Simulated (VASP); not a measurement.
# NdHf in VASP: notebook, part 2 of 2

VASP 6.6.1. The steps go on from the part before.

## 3. Relaxation of cell and atoms, PBE

This run uses another cell than the first one, of 24.79 Å³/atom.

Input file INCAR:

```
PREC = Accurate
ENCUT = 600
EDIFF = 1E-6
ISMEAR = 0
SIGMA = 0.2
LREAL = F
LASPH = T
NELM = 100
ALGO = Fast
ISIF = 3
LWAVE = F
LCHARG = F
GGA = PE
IBRION = 2
NSW = 36
EDIFFG = -0.08
```

Input file KPOINTS:

```
Automatic mesh
0
Gamma
  5 5 5
```

Input file POSCAR:

```
NdHf
1.0
    3.7146546700      0.0000000000      0.0000000000
    0.0000000000      3.7146546700      0.0000000000
    0.0000000000      0.0000000000      3.5925302900
Nd Hf
1 1
Direct
    0.0000000000      0.0000000000      0.0000000000
    0.5000000000      0.5000000000      0.5000000000
```

Potentials or basis: VASP PAW PBE potentials, release 64 (Nd, Hf_pv).

Command:

```console
> cat potpaw_PBE.64/Nd/POTCAR potpaw_PBE.64/Hf_pv/POTCAR > POTCAR
> mpirun -np 1 vasp_std > vasp.out
```

OUTCAR:

```text
PREC = Accurate
   ENCUT = 600
   EDIFF = 1E-6
   ISMEAR = 0
   LREAL = F
   LASPH = T
   NELM = 100
   ISIF = 3
   GGA = PE
   IBRION = 2
   NSW = 36
   EDIFFG = -0.08

 ion  position               nearest neighbor table
   1  0.000  0.000  0.000-   2 3.18   2 3.18   2 3.18   2 3.18   2 3.18   2 3.18   2 3.18   2 3.18

   2  0.500  0.500  0.500-   1 3.18   1 3.18   1 3.18   1 3.18   1 3.18   1 3.18   1 3.18   1 3.18

  LATTYP: Found a simple tetragonal cell.
 ALAT       =     3.7146546700
 C/A-ratio  =     0.9671236250

  Lattice vectors:

 A1 = (   3.7146546700,   0.0000000000,   0.0000000000)
 A2 = (   0.0000000000,   3.7146546700,   0.0000000000)
 A3 = (   0.0000000000,   0.0000000000,   3.5925302900)

Analysis of symmetry for initial positions (statically):
=====================================================================
 Subroutine PRICEL returns:
 Original cell was already a primitive cell.

 Routine SETGRP: Setting up the symmetry group for a
 simple tetragonal supercell.

 Subroutine GETGRP returns: Found 16 space group operations
 (whereof 16 operations were pure point group operations)
 out of a pool of 16 trial point group operations.

The static configuration has the point symmetry D_4h.

Analysis of symmetry for dynamics (positions and initial velocities):
=====================================================================
 Subroutine PRICEL returns:
 Original cell was already a primitive cell.

 Routine SETGRP: Setting up the symmetry group for a
 simple tetragonal supercell.

 Subroutine GETGRP returns: Found 16 space group operations
 (whereof 16 operations were pure point group operations)
 out of a pool of 16 trial point group operations.

The dynamic configuration has the point symmetry D_4h.

 Subroutine INISYM returns: Found 16 space group operations
 (whereof 16 operations are pure point group operations),
 and found     1 'primitive' translations

----------------------------------------------------------------------------------------

                                     Primitive cell

  volume of cell :      49.5721

  direct lattice vectors                    reciprocal lattice vectors
     3.714654670  0.000000000  0.000000000     0.269204028  0.000000000  0.000000000
     0.000000000  3.714654670  0.000000000     0.000000000  0.269204028  0.000000000
     0.000000000  0.000000000  3.592530290     0.000000000  0.000000000  0.278355343

  length of vectors
     3.714654670  3.714654670  3.592530290     0.269204028  0.269204028  0.278355343

  position of ions in fractional coordinates (direct lattice)
     0.000000000  0.000000000  0.000000000
     0.500000000  0.500000000  0.500000000

  ion indices of the primitive-cell ions
   primitive index   ion index
                 1           1
                 2           2

----------------------------------------------------------------------------------------

 KPOINTS: Automatic mesh

Automatic generation of k-mesh.
 Grid dimensions read from file:
 generate k-points for:    5    5    5

 Generating k-lattice:

  Cartesian coordinates                     Fractional coordinates (reciprocal lattice)
     0.053840806  0.000000000  0.000000000     0.200000000  0.000000000  0.000000000
     0.000000000  0.053840806  0.000000000     0.000000000  0.200000000  0.000000000
     0.000000000  0.000000000  0.055671069     0.000000000  0.000000000  0.200000000

  Length of vectors
     0.053840806  0.053840806  0.055671069

  Shift w.r.t. Gamma in fractional coordinates (k-lattice)
     0.000000000  0.000000000  0.000000000

 Subroutine IBZKPT returns following result:
 ===========================================

 Found     18 irreducible k-points:

 Following reciprocal coordinates:
            Coordinates               Weight
  0.000000  0.000000  0.000000      1.000000
  0.200000  0.000000  0.000000      4.000000
  0.400000  0.000000  0.000000      4.000000
  0.200000  0.200000  0.000000      4.000000
  0.400000  0.200000  0.000000      8.000000
  0.400000  0.400000  0.000000      4.000000
[... 10 lines left out ...]
  0.400000  0.200000  0.400000     16.000000
  0.400000  0.400000  0.400000      8.000000
   k-points           NKPTS =     18   k-points in BZ     NKDIM =     18   number of bands    NBANDS=     16
   number of dos      NEDOS =    301   number of ions     NIONS =      2
   total plane-waves  NPLWV =  27000
   dimension x,y,z NGX =    30 NGY =   30 NGZ =   30
   dimension x,y,z NGXF=    60 NGYF=   60 NGZF=   60
   ions per type =               1   1
   NGX,Y,Z   is equivalent  to a cutoff of  13.43, 13.43, 13.88 a.u.
   NGXF,Y,Z  is equivalent  to a cutoff of  26.85, 26.85, 27.77 a.u.
 SYSTEM =  unknown system
   PREC   = accura    normal or accurate (medium, high low for compatibility)
   ISTART =      0    job   : 0-new  1-cont  2-samecut
   ICHARG =      2    charge: 1-file 2-atom 10-const
   ISPIN  =      1    spin polarized calculation?
   LNONCOLLINEAR =      F non collinear calculations
   LSORBIT =      F    spin-orbit coupling
   LASPH  =      T    aspherical Exc in radial PAW
   ENCUT  =  600.0 eV  44.10 Ry    6.64 a.u.   7.42  7.42  7.18*2*pi/ulx,y,z
   NELM   =    100;   NELMIN=  2; NELMDL= -5     # of ELM steps
   EDIFF  = 0.1E-05   stopping-criterion for ELM
   LREAL  =      F    real-space projection
   EDIFFG = -.8E-01   stopping-criterion for IOM
   NSW    =     36    number of steps for IOM
   IBRION =      2    ionic relax: 0-MD 1-quasi-New 2-CG
   NFREE  =      1    steps in history (QN), initial steepest desc. (CG)
   ISIF   =      3    stress and relaxation
   ISYM   =      2    0-nonsym 1-usesym 2-fastsym
   POTIM  = 0.5000    time-step for ionic-motion
   TEBEG  =    0.0;   TEEND  =   0.0 temperature during run
   PSTRESS=    0.0 pullay stress
   NELECT =      24.0000    total number of electrons
   NUPDOWN=      -1.0000    fix difference up-down
   EMIN   =  10.00;   EMAX   =-10.00  energy-range for DOS
   EFERMI =   0.00;   METHOD = LEGACY
   ISMEAR =     0;   SIGMA  =   0.20  broadening in eV -4-tet -1-fermi 0-gaus
   EFERMI_NEDOS =   21; number of points for ismear=-14 and -15
   IALGO  =     68    algorithm
   IMIX   =      4    mixing-type and parameters
     AMIX     =   0.40;   BMIX     =  1.00
     AMIX_MAG =   1.60;   BMIX_MAG =  1.00
  volume/ion in A,a.u.               =      24.79       167.26
  Fermi-wavevector in a.u.,A,eV,Ry     =   1.285482  2.429209 22.483151  1.652465
  Thomas-Fermi vector in A             =   2.417614
   LORBIT       =      0    0 simple, 1 ext, 2 COOP (PROOUT), +10 PAW based schemes
   GGA     = PE    functional components
   LHFCALC =     F    Hartree Fock is set to
   AEXX    =    0.0000 exact exchange contribution
   IVDW    =     0    specifies the selected vdW correction
   LEPSILON=     F    determine dielectric tensor
   LRPA    =     F    only Hartree local field effects (RPA)
 conjugate gradient relaxation of ions
 non-spin polarized calculation
 RMM-DIIS sequential band-by-band and
 Gauss-broadening in eV      SIGMA  =   0.20
  energy-cutoff  :      600.00
  volume of cell :       49.57
 maximum number of plane-waves:      1679
 NGX is ok and might be reduce to    30
   NGX = 15   NGY = 15   NGZ = 15

--------------------------------------- Ionic step        1  -------------------------------------------

 number of electron      23.9999999 magnetization

 Free energy of the ion-electron system (eV)
  ---------------------------------------------------
  ext. energy  EPLUGINS =         0.00000000
  ---------------------------------------------------
  free energy    TOTEN  =       -14.37386003 eV

  energy without entropy =      -14.02523506  energy(sigma->0) =      -14.19954754

------------------------ aborting loop EDIFF was not reached (unconverged)  ----------------------------

  FORCE on cell =-STRESS in cart. coord.  units (eV):
  Direction    XX          YY          ZZ          XY          YZ          ZX
  --------------------------------------------------------------------------------------
  -------------------------------------------------------------------------------------
  Total        0.2565363      0.2565363     -0.4389003      0.0000000      0.0000000      0.0000000
  in kB        8.2912910      8.2912910    -14.1853201      0.0000000      0.0000000      0.0000000
  external PRESSURE =       0.7990873 kB  Pullay stress =       0.0000000 kB
[... 89 lines left out ...]
  FREE ENERGIE OF THE ION-ELECTRON SYSTEM (eV)
  ---------------------------------------------------
  free  energy   TOTEN  =       -14.5004054524 eV

  energy  without entropy=      -14.1597201962  energy(sigma->0) =      -14.33006282

[... ionic steps 4 to 14 ...]

--------------------------------------- Ionic step       15  -------------------------------------------

 number of electron      23.9999997 magnetization

------------------------ aborting loop because EDIFF is reached ----------------------------------------
[... 67 lines left out ...]
--------------------------------------- Ionic step       17  -------------------------------------------

 number of electron      23.9999997 magnetization

 Free energy of the ion-electron system (eV)
  ---------------------------------------------------
  ext. energy  EPLUGINS =         0.00000000
  ---------------------------------------------------
  free energy    TOTEN  =       -14.49213706 eV

  energy without entropy =      -14.19705681  energy(sigma->0) =      -14.34459693

 E-fermi :   5.5502     XC(G=0): -11.2321

 val. band max:        5.5497185490   @ k =   0.2000   0.2000   0.0000
 cond. band min:       5.5511252599   @ k =   0.2000   0.0000   0.2000
 fundamental gap:      0.0014067109
 Fermi energy:         5.5501993074

 k-point     1 :       0.0000    0.0000    0.0000
  band No.  band energies     occupation
      1     -31.0858      2.00000
      2     -24.9780      2.00000
      3     -24.9780      2.00000
      4     -24.7362      2.00000
      5     -12.2090      2.00000
      6     -12.2090      2.00000
[... 360 lines left out ...]
  FREE ENERGIE OF THE ION-ELECTRON SYSTEM (eV)
  ---------------------------------------------------
  free  energy   TOTEN  =       -14.4921370587 eV

  energy  without entropy=      -14.1970568081  energy(sigma->0) =      -14.34459693

 reached required accuracy - stopping structural energy minimisation
```

It took 15 min on 1 thread of Intel Xeon 6975P-C (Granite Rapids), shared host; peak memory 0.24 GiB.

Results:

| Quantity | Value |
| --- | --- |
| Free energy | -14.4921 eV |
| Relaxed volume | 24.42 Å³/atom |
| Relaxed cell | a = 3.912 Å, b = 3.912 Å, c = 3.192 Å, α = 90.00°, β = 90.00°, γ = 90.00° |
| Space group after relaxing (to 0.1 Å) | P4/mmm (No. 123) |
| Energy gained by relaxing | 59.1 meV/atom |
| Ionic steps | 17 |
| Pressure after relaxing | 0.1 GPa |
| Band gap on the k mesh | zero (bands 12 and 13 overlap by 0.27 eV) |

Step by step:
```tsv
step	energy change (eV)	largest force (eV/Å)	pressure (GPa)	volume (Å³)
1	0.0000	0.0000	0.08	49.57
2	-0.1391	0.0000	18.24	49.66
3	-0.1265	0.0000	17.94	49.85
4	-0.1121	0.0000	-1.14	49.98
5	-0.1146	0.0000	-1.05	49.98
6	-0.1078	0.0000	-0.17	48.50
7	-0.1172	0.0000	-0.56	48.99
8	-0.1171	0.0000	0.42	48.89
9	-0.1173	0.0000	-0.32	48.97
10	-0.1178	0.0000	0.42	48.59
11	-0.1179	0.0000	1.27	48.74
12	-0.1177	0.0000	0.24	48.85
13	-0.1178	0.0000	0.20	48.83
14	-0.1179	0.0000	2.83	48.79
15	-0.1178	0.0000	-0.57	48.83
16	-0.1178	0.0000	0.54	48.81
17	-0.1183	0.0000	0.14	48.84
```

Final structure:
```
CELL_PARAMETERS angstrom
3.91195 0.00000 0.00000
0.00000 3.91195 0.00000
0.00000 0.00000 3.19176
ATOMIC_POSITIONS crystal
Nd 0.00000 0.00000 0.00000
Hf 0.50000 0.50000 0.50000
```

Caveat: spin-orbit coupling is left out, which moves the levels of the heavy elements; semilocal functionals describe open f shells poorly, which spoils levels, moments and volumes. Spin polarisation is off, so any magnetic state and its effect on volume and gap are missing.
